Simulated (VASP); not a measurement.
Wanted: the native input for a VASP 6.6.1 run.

| Quantity | Value |
| --- | --- |
| Task | single point |
| Functional | LDA |
| Potentials or basis | VASP PAW LDA potentials, release 64 (Al, Ga_d, N) |
| Cutoff | 520 eV |
| k mesh | 6 × 6 × 6 |
| Occupations | gaussian, width 0.05 eV |
| Spin | no spin polarisation |
| Dipole correction | no |
| Further INCAR settings | ALGO = Normal; EDIFF = 1e-07; NBANDS = 41 |

The structure of AlGa3N4 lies in POSCAR:

```
AlGa3N4
1.0
    4.3709503792     -0.1305433172     -0.1305433172
   -0.1305433172      4.3709503792     -0.1305433172
   -0.1305433172     -0.1305433172      4.3709503792
Al Ga N
1 3 4
Direct
    0.0000000000      0.0000000000      0.0000000000
    0.5000000000      0.5000000000      0.0000000000
    0.5000000000      0.0000000000      0.5000000000
    0.0000000000      0.5000000000      0.5000000000
    0.7548078379      0.7548078379      0.2451921621
    0.7548078379      0.2451921621      0.7548078379
    0.2451921621      0.7548078379      0.7548078379
    0.2451921621      0.2451921621      0.2451921621
```

The input as run:

INCAR

```
SYSTEM = AlGa3N4
PREC = Accurate
ENCUT = 520
EDIFF = 1E-7
ISMEAR = 0
SIGMA = 0.05
LREAL = .FALSE.
LASPH = .TRUE.
NELM = 60
ALGO = Normal
ISIF = 2
LWAVE = .FALSE.
LCHARG = .TRUE.
LELF = .TRUE.
LVHAR = .TRUE.
NBANDS = 41
```

KPOINTS

```
regular mesh
0
G
  6 6 6
  0 0 0
```

Potentials or basis: VASP PAW LDA potentials, release 64 (Al, Ga_d, N).

Run with:

```bash
$ cat potpaw_LDA.64/Al/POTCAR potpaw_LDA.64/Ga_d/POTCAR potpaw_LDA.64/N/POTCAR > POTCAR
$ mpirun -np 1 vasp_std > vasp.out
```

It gave:

```yaml
Pressure: 13.1 GPa
Largest_force: 1.799 eV/Å
Band_gap_on_the_k_mesh: 2.46 eV
```

Caveat: the cell stands under pressure; forces of over 1 eV/Å act on the atoms, so gaps and moduli don't describe the material at rest.

Run time: 100 s on 1 thread of Intel(R) Xeon(R) Platinum 8488C (Sapphire Rapids) (shared host), peak memory 0.22 GiB.
